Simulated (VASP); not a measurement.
# Bi (Im-3m) in VASP: settings compared, part 2 of 2

VASP 6.6.1. Earlier steps stand in the parts before.

**5. Relaxation of cell and atoms, LDA**

This run uses another cell than the first one, of 31.12 Å³/atom, 1.013 times its volume.

INCAR

```
PREC = Accurate ; ENCUT = 600
EDIFF = 1E-6 ; ISMEAR = -1
SIGMA = 0.05 ; LREAL = False
LASPH = True ; NELM = 60
ALGO = Normal ; ISIF = 3
LWAVE = False ; LCHARG = False
IBRION = 2 ; NSW = 60
EDIFFG = -0.01
```

KPOINTS

```
regular mesh
0
Gamma
  9 9 9
```

POSCAR

```
Bi
1.0
   -1.9814305318      1.9814305318      1.9814305318
    1.9814305318     -1.9814305318      1.9814305318
    1.9814305318      1.9814305318     -1.9814305318
Bi
1
Direct
    0.0000000000      0.0000000000      0.0000000000
```

Potentials or basis: VASP PAW LDA potentials, release 64 (Bi_d).

Run with:

```
$ cat potpaw_LDA.64/Bi_d/POTCAR > POTCAR
$ mpirun -np 1 vasp_std > vasp.out
```

OUTCAR:

```text
PREC = Accurate
   ENCUT = 600
   EDIFF = 1E-6
   ISMEAR = -1
   LREAL = False
   LASPH = True
   NELM = 60
   ISIF = 3
   IBRION = 2
   NSW = 60
   EDIFFG = -0.01

 ion  position               nearest neighbor table
   1  0.000  0.000  0.000-

  LATTYP: Found a body centered cubic cell.
 ALAT       =     3.9628610636

  Lattice vectors:

 A1 = (  -1.9814305318,   1.9814305318,   1.9814305318)
 A2 = (   1.9814305318,  -1.9814305318,   1.9814305318)
 A3 = (   1.9814305318,   1.9814305318,  -1.9814305318)

Analysis of symmetry for initial positions (statically):
=====================================================================
 Subroutine PRICEL returns:
 Original cell was already a primitive cell.

 Routine SETGRP: Setting up the symmetry group for a
 body centered cubic supercell.

 Subroutine GETGRP returns: Found 48 space group operations
[... 9 lines left out ...]

 Routine SETGRP: Setting up the symmetry group for a
 body centered cubic supercell.

 Subroutine GETGRP returns: Found 48 space group operations
[... 11 lines left out ...]
                                     Primitive cell
[... 144 lines left out ...]
  -------------------------------------------------------------------------------------
  Total       -0.6163652     -0.6163652     -0.6163652      0.0000000      0.0000000      0.0000000
  in kB      -31.7359958    -31.7359958    -31.7359958      0.0000000      0.0000000      0.0000000
  external PRESSURE =     -31.7359958 kB  Pullay stress =       0.0000000 kB
[... 57 lines left out ...]
--------------------------------------- Ionic step        3  -------------------------------------------

 number of electron      15.0000005 magnetization

 Free energy of the ion-electron system (eV)
  ---------------------------------------------------
  ext. energy  EPLUGINS =         0.00000000
  ---------------------------------------------------
  free energy    TOTEN  =        -4.48159498 eV

  energy without entropy =       -4.47695667  energy(sigma->0) =       -4.47927583

 E-fermi :   8.4947     XC(G=0): -10.7993

 val. band max:        8.4706572208   @ k =   0.2222   0.0000   0.0000
 cond. band min:       8.5167056975   @ k =  -0.2222   0.2222   0.1111
 fundamental gap:      0.0460484767
 Fermi energy:         8.4947205320

 k-point     1 :       0.0000    0.0000    0.0000
  band No.  band energies     occupation
      1     -14.6181      2.00000
      2     -14.6181      2.00000
      3     -14.6181      2.00000
      4     -14.4610      2.00000
      5     -14.4610      2.00000
      6      -5.5368      2.00000
      7      13.8636      0.00000
      8      13.8636      0.00000
      9      13.8636      0.00000
     10      18.3824      0.00000
     11      18.9278      0.00000
[... 309 lines left out ...]
 k-point    24 :      -0.4444   -0.4444    0.1111
  band No.  band energies     occupation
      1     -14.6069      2.00000
      2     -14.5659      2.00000
      3     -14.5111      2.00000
      4     -14.4679      2.00000
      5     -14.3773      2.00000
      6      -1.7125      2.00000
      7       3.7419      2.00000
      8       7.4812      2.00000
      9      11.1897      0.00000
     10      16.0345      0.00000
     11      17.5104      0.00000

 [... further k-points ...]
[... 5 lines left out ...]
  --------------------------------------------------------------------------------------
  -------------------------------------------------------------------------------------
  Total        0.0044659      0.0044659      0.0044659      0.0000000     -0.0000000      0.0000000
  in kB        0.2432402      0.2432402      0.2432402      0.0000000     -0.0000000      0.0000000
  external PRESSURE =       0.2432402 kB  Pullay stress =       0.0000000 kB
[... 16 lines left out ...]
  FREE ENERGIE OF THE ION-ELECTRON SYSTEM (eV)
  ---------------------------------------------------
  free  energy   TOTEN  =        -4.4815949818 eV

  energy  without entropy=       -4.4769566685  energy(sigma->0) =       -4.47927583

 reached required accuracy - stopping structural energy minimisation
```

CONTCAR:

```text
Bi
   1.00000000000000
    -1.9446538878586381    1.9446538878586381    1.9446538878586381
     1.9446538878586381   -1.9446538878586381    1.9446538878586381
     1.9446538878586381    1.9446538878586381   -1.9446538878586381
  Bi
     1
Direct
     0.0000000000000000    0.0000000000000000    0.0000000000000000

  0.00000000E+00  0.00000000E+00  0.00000000E+00
```

It took 15 s on 1 thread of AMD EPYC 9R45 (Zen 5), shared host; peak memory 0.12 GiB.

What came out:

| Quantity | Value |
| --- | --- |
| Free energy | -4.4816 eV |
| Relaxed volume | 29.42 Å³/atom |
| Relaxed cell | a = 3.368 Å, b = 3.368 Å, c = 3.368 Å, α = 109.47°, β = 109.47°, γ = 109.47° |
| Space group after relaxing (to 0.05 Å) | Im-3m (No. 229) |
| Energy gained by relaxing | 17.7 meV/atom |
| Ionic steps | 3 |
| Pressure after relaxing | 0.0 GPa |

Step by step:
```
step  energy change (eV)  largest force (eV/Å)  pressure (GPa)  volume (Å³)
   1              0.0000                0.0000           -3.17        31.12
   2             -0.0108                0.0000            2.26        28.42
   3             -0.0177                0.0000            0.02        29.42
```

Final structure:
```
CELL_PARAMETERS angstrom
-1.94465 1.94465 1.94465
1.94465 -1.94465 1.94465
1.94465 1.94465 -1.94465
ATOMIC_POSITIONS crystal
Bi 0.00000 0.00000 0.00000
```

Caveat: spin-orbit coupling is left out, which moves the levels of the heavy elements.

**6. Relaxation of cell and atoms, revPBE**

This run uses another cell than the first one, of 31.12 Å³/atom, 1.013 times its volume.

INCAR

```
SYSTEM = Bi
PREC = Accurate
ENCUT = 600
EDIFF = 1E-6
ISMEAR = -1
SIGMA = 0.05
LREAL = .False.
LASPH = .True.
NELM = 60
ALGO = Fast
ISIF = 3
LWAVE = .False.
LCHARG = .False.
GGA = RE
IBRION = 2
NSW = 60
EDIFFG = -0.01
```

KPOINTS

```
regular mesh
0
Gamma
  9 9 9
  0 0 0
```

POSCAR is that of step 5.

Potentials or basis: VASP PAW PBE potentials, release 64 (Bi_d).

Run with:

```
$ cat potpaw_PBE.64/Bi_d/POTCAR > POTCAR
$ mpirun -np 1 vasp_std > vasp.out
```

Wall time 21 s (1 thread of AMD EPYC 9R45 (Zen 5), shared host); peak memory 0.13 GiB.

Results (log left out):

```
Free energy                            : -3.4392 eV
Relaxed volume                         : 32.21 Å³/atom
Relaxed cell                           : a = 3.472 Å, b = 3.472 Å, c = 3.472 Å, α = 109.47°, β = 109.47°, γ = 109.47°
Space group after relaxing (to 0.05 Å) : Im-3m (No. 229)
Energy gained by relaxing              : 6.2 meV/atom
Ionic steps                            : 3
Pressure after relaxing                : 0.0 GPa
```

The path:
| step | energy change (eV) | largest force (eV/Å) | pressure (GPa) | volume (Å³) |
| --- | --- | --- | --- | --- |
| 1 | 0.0000 | 0.0000 | 1.90 | 31.12 |
| 2 | -0.0046 | 0.0000 | -0.89 | 32.81 |
| 3 | -0.0062 | 0.0000 | 0.03 | 32.21 |

Final structure:
```cif
data_structure
_symmetry_space_group_name_H-M 'P 1'
_symmetry_Int_Tables_number 1
_cell_length_a 3.4717
_cell_length_b 3.4717
_cell_length_c 3.4717
_cell_angle_alpha 109.471
_cell_angle_beta 109.471
_cell_angle_gamma 109.471
_cell_volume 32.21
loop_
_atom_site_label
_atom_site_type_symbol
_atom_site_fract_x
_atom_site_fract_y
_atom_site_fract_z
_atom_site_occupancy
Bi1 Bi 0.00000 0.00000 0.00000 1
```

Levels at points of the mesh, in eV from the Fermi level:
| k point | band 5 | band 6 | band 7 | band 8 | band 9 | band 10 |
| --- | --- | --- | --- | --- | --- | --- |
| (0.00, 0.00, 0.00) | -22.92 | -13.26 | 4.92 | 4.92 | 4.92 | 8.70 |

Caveat: the PAW data sets were made with another functional, which shifts forces and pressure a little; spin-orbit coupling is left out, which moves the levels of the heavy elements.

**7. Overview**

```tsv
task	level	potentials or basis	cell	k mesh	cutoff (eV)	gap on the mesh (eV)	pressure (GPa)	relaxed volume (Å³/atom)
single point	r2SCAN+D4	VASP PAW PBE potentials, release 64 (Bi_d)	a = 3.417 Å, angles 109.5°, 1 atom	9 × 9 × 9	520	none	0.0	-
single point	r2SCAN	VASP PAW PBE potentials, release 64 (Bi_d)	a = 3.434 Å, angles 109.5°, 1 atom	9 × 9 × 9	520	none	-0.1	-
single point	PBE	VASP PAW PBE potentials, release 64 (Bi_d)	a = 3.432 Å, angles 109.5°, 1 atom	13 × 13 × 13	520	none	1.0	-
relaxation of cell and atoms	LDA	VASP PAW LDA potentials, release 64 (Bi_d)	relaxed from a = 3.432 Å, angles 109.5°, 1 atom	9 × 9 × 9	600	none	0.0	29.42
relaxation of cell and atoms	revPBE	VASP PAW PBE potentials, release 64 (Bi_d)	relaxed from a = 3.432 Å, angles 109.5°, 1 atom	9 × 9 × 9	600	none	0.0	32.21
```

Alike in all rows: no spin polarisation; smearing fermi-dirac 0.05 eV.

Caveats: spin-orbit coupling is left out, which moves the levels of the heavy elements; the PAW data sets were made with another functional, which shifts forces and pressure a little (some runs); pairwise dispersion overbinds metals, which lowers pressure and volume (some runs).

Total energies depend on the potentials used, so only differences within one code and one set of settings carry meaning.
